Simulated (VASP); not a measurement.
# Si2Ge (I4/mmm) in VASP: a series of runs, part 2 of 2

VASP 6.6.1. Earlier steps stand in the parts before.

## Step 4: Relaxation of cell and atoms, PBE

This run uses another cell than the first one, of 16.56 Å³/atom.

Input file INCAR:

```
PREC = Accurate
ENCUT = 600
EDIFF = 1E-6
ISMEAR = 0
SIGMA = 0.1
LREAL = False
LASPH = True
NELM = 100
ALGO = Normal
ISIF = 3
LWAVE = False
LCHARG = False
GGA = PE
IBRION = 2
NSW = 90
EDIFFG = -0.04
```

Input file KPOINTS:

```
regular mesh
0
Gamma
  8 8 8
```

Input file POSCAR:

```
Si2Ge
1.0
   -1.4304896700      1.4304896700      6.0690536700
    1.4304896700     -1.4304896700      6.0690536700
    1.4304896700      1.4304896700     -6.0690536700
Si Ge
2 1
Direct
    0.6666666700      0.6666666700      0.0000000000
    0.3333333300      0.3333333300      0.0000000000
    0.0000000000      0.0000000000      0.0000000000
```

Launch:

```console
> cat potpaw_PBE.64/Si/POTCAR potpaw_PBE.64/Ge_d/POTCAR > POTCAR
> mpirun -np 1 vasp_std > vasp.out
```

Wall time 13 min (1 thread of Intel Xeon 6975P-C (Granite Rapids), shared host); peak memory 0.48 GiB.

It converged, with:

```
Free energy                           : -13.8204 eV
Relaxed volume                        : 16.46 Å³/atom
Relaxed cell                          : a = 6.645 Å, b = 6.645 Å, c = 6.645 Å, α = 155.76°, β = 155.76°, γ = 34.54°
Space group after relaxing (to 0.1 Å) : I4/mmm (No. 139)
Energy gained by relaxing             : 34.4 meV/atom
Ionic steps                           : 14
Pressure after relaxing               : -0.2 GPa
Largest force after relaxing          : 0.025 eV/Å
Band gap on the k mesh                : zero (bands 11 and 12 overlap by 6.39 eV)
```

Forces on the atoms (eV/Å):
```
Si   0.000  0.000 -0.025
Si   0.000  0.000  0.025
Ge   0.000  0.000  0.000
```

Stress tensor (GPa, compression positive):
```
-0.12  0.00  0.00
 0.00 -0.12  0.00
 0.00  0.00 -0.27
```

The path:
| step | energy change (eV) | largest force (eV/Å) | pressure (GPa) | volume (Å³) |
| --- | --- | --- | --- | --- |
| 1 | 0.0000 | 0.6007 | 0.58 | 49.68 |
| 2 | -0.0341 | 0.4333 | -0.33 | 50.11 |
| 3 | -0.0666 | 0.1408 | -1.71 | 50.90 |
| 4 | -0.0691 | 0.0396 | -1.86 | 51.18 |
| 5 | -0.0944 | 0.2042 | 0.05 | 49.36 |
| 6 | -0.0946 | 0.2236 | 0.31 | 49.22 |
| 7 | -0.0908 | 0.1336 | 1.56 | 48.61 |
| 8 | -0.0994 | 0.1762 | 0.71 | 49.00 |
| 9 | -0.0994 | 0.1680 | 0.76 | 48.96 |
| 10 | -0.1023 | 0.0494 | -0.48 | 49.68 |
| 11 | -0.1024 | 0.0651 | -0.37 | 49.57 |
| 12 | -0.1024 | 0.0693 | -0.12 | 49.54 |
| 13 | -0.1024 | 0.0669 | -0.34 | 49.56 |
| 14 | -0.1033 | 0.0246 | -0.17 | 49.39 |

Final structure:
```cif
data_structure
_symmetry_space_group_name_H-M 'P 1'
_symmetry_Int_Tables_number 1
_cell_length_a 6.6449
_cell_length_b 6.6449
_cell_length_c 6.6449
_cell_angle_alpha 155.762
_cell_angle_beta 155.762
_cell_angle_gamma 34.543
_cell_volume 49.39
loop_
_atom_site_label
_atom_site_type_symbol
_atom_site_fract_x
_atom_site_fract_y
_atom_site_fract_z
_atom_site_occupancy
Si1 Si 0.67575 0.67575 0.00000 1
Si2 Si 0.32425 0.32425 0.00000 1
Ge1 Ge 0.00000 0.00000 0.00000 1
```

Levels at points of the mesh, in eV from the Fermi level:
```tsv
k point	band 7	band 8	band 9	band 10	band 11	band 12	band 13	band 14	band 15
(0.00, 0.00, 0.00)	-10.62	-9.43	0.16	0.83	3.90	3.90	5.05	5.05	5.41
(0.50, 0.00, 0.00)	-8.72	-7.67	-6.17	-3.34	-2.99	1.58	2.22	6.85	7.50
(0.50, 0.50, 0.00)	-4.58	-4.13	-3.69	-3.59	-3.23	-1.42	-0.51	0.09	0.15
(0.50, 0.50, 0.50)	-12.66	-5.75	-5.26	3.50	3.50	5.22	6.66	6.74	6.74
```

## Step 5: Single point, PBE

This run uses another cell than the first one, of the same volume but with other edges.

Input file INCAR:

```
SYSTEM = Si2Ge
PREC = Accurate ; ENCUT = 520
EDIFF = 1E-6 ; ISMEAR = 0
SIGMA = 0.1 ; LREAL = .FALSE.
LASPH = .TRUE. ; NELM = 100
ALGO = Normal ; ISIF = 2
LWAVE = .FALSE. ; LCHARG = .FALSE.
GGA = PE ; NBANDS = 18
```

Input file KPOINTS:

```
Automatic mesh
0
G
  22 22 22
  0 0 0
```

Input file POSCAR:

```
Si2Ge
1.0
   -1.3641118707      1.3641118707      6.6380781365
    1.3641118707     -1.3641118707      6.6380781365
    1.3641118707      1.3641118707     -6.6380781365
Si Ge
2 1
Direct
    0.6774479445      0.6774479445      0.0000000000
    0.3225520555      0.3225520555      0.0000000000
    0.0000000000      0.0000000000      0.0000000000
```

Potentials or basis: VASP PAW PBE potentials, release 64 (Si, Ge_d).

Launch:

```console
> cat potpaw_PBE.64/Si/POTCAR potpaw_PBE.64/Ge_d/POTCAR > POTCAR
> mpirun -np 1 vasp_std > vasp.out
```

OUTCAR:

```text
SYSTEM = Si2Ge
   PREC = Accurate
   ENCUT = 520
   EDIFF = 1E-6
   ISMEAR = 0
   LREAL = .FALSE.
   LASPH = .TRUE.
   NELM = 100
   ISIF = 2
   GGA = PE

 ion  position               nearest neighbor table
   1  0.677  0.677  0.000-   2 2.73   2 2.73   2 2.73   2 2.73
   2  0.323  0.323  0.000-   1 2.73   1 2.73   1 2.73   1 2.73
   3  0.000  0.000  0.000-

  LATTYP: Found a body centered tetragonal cell.
 ALAT       =     2.7282237414
 C/A-ratio  =     4.8662270882

  Lattice vectors:

 A1 = (  -1.3641118707,   1.3641118707,   6.6380781365)
 A2 = (   1.3641118707,  -1.3641118707,   6.6380781365)
 A3 = (   1.3641118707,   1.3641118707,  -6.6380781365)

Analysis of symmetry for initial positions (statically):
=====================================================================
 Subroutine PRICEL returns:
 Original cell was already a primitive cell.

 Routine SETGRP: Setting up the symmetry group for a
 body centered tetragonal supercell.

 Subroutine GETGRP returns: Found 16 space group operations
 (whereof 16 operations were pure point group operations)
 out of a pool of 16 trial point group operations.

The static configuration has the point symmetry D_4h.

Analysis of symmetry for dynamics (positions and initial velocities):
=====================================================================
 Subroutine PRICEL returns:
 Original cell was already a primitive cell.

 Routine SETGRP: Setting up the symmetry group for a
 body centered tetragonal supercell.

 Subroutine GETGRP returns: Found 16 space group operations
 (whereof 16 operations were pure point group operations)
 out of a pool of 16 trial point group operations.

The dynamic configuration has the point symmetry D_4h.

 Subroutine INISYM returns: Found 16 space group operations
 (whereof 16 operations are pure point group operations),
 and found     1 'primitive' translations

[... 114 lines left out ...]
   IMIX   =      4    mixing-type and parameters
     AMIX     =   0.40;   BMIX     =  1.00
     AMIX_MAG =   1.60;   BMIX_MAG =  1.00
  volume/ion in A,a.u.               =      16.47       111.14
  Fermi-wavevector in a.u.,A,eV,Ry     =   1.250110  2.362366 21.262850  1.562775
  Thomas-Fermi vector in A             =   2.384120
   LORBIT       =      0    0 simple, 1 ext, 2 COOP (PROOUT), +10 PAW based schemes
   GGA     = PE    functional components
   LHFCALC =     F    Hartree Fock is set to
   AEXX    =    0.0000 exact exchange contribution
   IVDW    =     0    specifies the selected vdW correction
   LEPSILON=     F    determine dielectric tensor
   LRPA    =     F    only Hartree local field effects (RPA)
 non-spin polarized calculation
 Gauss-broadening in eV      SIGMA  =   0.10
  energy-cutoff  :      520.00
  volume of cell :       49.41
 maximum number of plane-waves:      1348
 NGX is ok and might be reduce to    54

 number of electron      22.0000005 magnetization

 Free energy of the ion-electron system (eV)
  ---------------------------------------------------
  ext. energy  EPLUGINS =         0.00000000
  ---------------------------------------------------
  free energy    TOTEN  =       -13.82864176 eV

  energy without entropy =      -13.82245458  energy(sigma->0) =      -13.82554817

 E-fermi :   8.4570     XC(G=0): -11.0975

 val. band max:        8.4559683084   @ k =   0.3636   0.0000   0.0000
 cond. band min:       8.4572833330   @ k =  -0.3182  -0.3182   0.0455
 fundamental gap:      0.0013150246
 Fermi energy:         8.4569547373

 k-point     1 :       0.0000    0.0000    0.0000
  band No.  band energies     occupation
      1     -16.4694      2.00000
      2     -16.4019      2.00000
      3     -16.2963      2.00000
      4     -16.2963      2.00000
      5     -16.2414      2.00000
      6      -5.2846      2.00000
[... 481 lines left out ...]
      5     -16.2566      2.00000
      6      -1.1072      2.00000
[... 10 lines left out ...]
     17      17.4685      0.00000
     18      18.0636      0.00000

 [... further k-points ...]

------------------------ aborting loop because EDIFF is reached ----------------------------------------

  FORCE on cell =-STRESS in cart. coord.  units (eV):
  Direction    XX          YY          ZZ          XY          YZ          ZX
  --------------------------------------------------------------------------------------
  -------------------------------------------------------------------------------------
  Total       -0.0041726     -0.0041726      0.0077778      0.0000000     -0.0000000      0.0000000
  in kB       -0.1353041     -0.1353041      0.2522113      0.0000000     -0.0000000      0.0000000
  external PRESSURE =      -0.0061323 kB  Pullay stress =       0.0000000 kB

 VOLUME and BASIS-vectors are now :
 -----------------------------------------------------------------------------
  energy-cutoff  :      520.00
  volume of cell :       49.41
      direct lattice vectors                 reciprocal lattice vectors
    -1.364111871  1.364111871  6.638078136     0.000000000  0.366538853  0.075323006
     1.364111871 -1.364111871  6.638078136     0.366538853  0.000000000  0.075323006
     1.364111871  1.364111871 -6.638078136     0.366538853  0.366538853  0.000000000

 POSITION                                       TOTAL-FORCE (eV/Angst)
 -----------------------------------------------------------------------------------
      0.00000      0.00000      8.99390         0.000000      0.000000      0.004222
      0.00000      0.00000      4.28225        -0.000000     -0.000000     -0.004222
      0.00000      0.00000      0.00000        -0.000000     -0.000000      0.000000
 -----------------------------------------------------------------------------------
    total drift:                                0.000000     -0.000000     -0.000000

  FREE ENERGIE OF THE ION-ELECTRON SYSTEM (eV)
  ---------------------------------------------------
  free  energy   TOTEN  =       -13.8286417579 eV

  energy  without entropy=      -13.8224545823  energy(sigma->0) =      -13.82554817
```

OSZICAR:

```text
N       E                     dE             d eps       ncg     rms          rms(c)
DAV:   1     0.113526932502E+03    0.11353E+03   -0.10736E+04 33892   0.238E+03
DAV:   2    -0.285157905687E+00   -0.11381E+03   -0.10996E+03 32596   0.480E+02
DAV:   3    -0.136041597585E+02   -0.13319E+02   -0.13096E+02 37460   0.942E+01
DAV:   4    -0.139243759883E+02   -0.32022E+00   -0.31854E+00 36904   0.140E+01
DAV:   5    -0.139299438126E+02   -0.55678E-02   -0.55651E-02 38424   0.212E+00    0.360E+00
DAV:   6    -0.138468431583E+02    0.83101E-01   -0.38666E-01 40222   0.393E+00    0.203E+00
DAV:   7    -0.138329848602E+02    0.13858E-01   -0.34619E-02 34444   0.946E-01    0.952E-01
DAV:   8    -0.138286777528E+02    0.43071E-02   -0.93179E-03 34846   0.562E-01    0.164E-01
DAV:   9    -0.138286634885E+02    0.14264E-04   -0.50792E-04 38692   0.126E-01    0.107E-01
DAV:  10    -0.138286540623E+02    0.94262E-05   -0.11173E-04 36070   0.104E-01    0.495E-02
DAV:  11    -0.138286411128E+02    0.12950E-04   -0.30117E-05 34162   0.403E-02    0.132E-02
DAV:  12    -0.138286417579E+02   -0.64511E-06   -0.14441E-06 28122   0.748E-03
   1 F= -.13828642E+02 E0= -.13825548E+02  d E =-.618718E-02
```

stdout:

```text
POSCAR found type information on POSCAR SiGe
 POSCAR found :  2 types and       3 ions
 scaLAPACK will be used
 LDA part: xc-table for (Slater+PW92), standard interpolation
 POSCAR, INCAR and KPOINTS ok, starting setup
 FFT: planning ... GRIDC
 FFT: planning ... GRID_SOFT
 FFT: planning ... GRID
 WAVECAR not read
 entering main loop
```

Run time: 22 min. Hardware: 1 thread of Intel Xeon 6975P-C (Granite Rapids), shared host; peak memory 0.93 GiB.

What came out:

```yaml
Free_energy: -13.8286 eV
Pressure: 0.0 GPa
Largest_force: 0.004 eV/Å
Band_gap_on_the_k_mesh: zero (bands 11 and 12 overlap by 6.89 eV)
```

Forces in eV/Å, atoms in the order of the input:
```
Si   0.000  0.000  0.004
Si   0.000  0.000 -0.004
Ge   0.000  0.000  0.000
```

## Step 6: Overview

```csv
task,cell,k mesh,cutoff (eV),gap on the mesh (eV),pressure (GPa),largest force (eV/Å)
single point,"a = 6.638 Å, angles 155.7, 155.7, 34.6°, 3 atoms, atomic positions A",8 × 8 × 8,520,none,0.0,0.02
single point,"a = 6.397 Å, angles 154.2, 154.2, 36.9°, 3 atoms, atomic positions B",8 × 8 × 8,520,none,0.6,0.60
relaxation of cell and atoms,"relaxed from a = 6.397 Å, angles 154.2, 154.2, 36.9°, 3 atoms, atomic positions B",8 × 8 × 8,600,none,-0.2,0.02
single point,"a = 6.913 Å, angles 157.2, 157.2, 32.4°, 3 atoms, atomic positions C",22 × 22 × 22,520,none,0.0,-
```

Alike in all rows: level PBE; potentials or basis VASP PAW PBE potentials, release 64 (Si, Ge_d); no spin polarisation; smearing gaussian 0.1 eV.

Absolute energies hang on the potentials; compare differences alone.
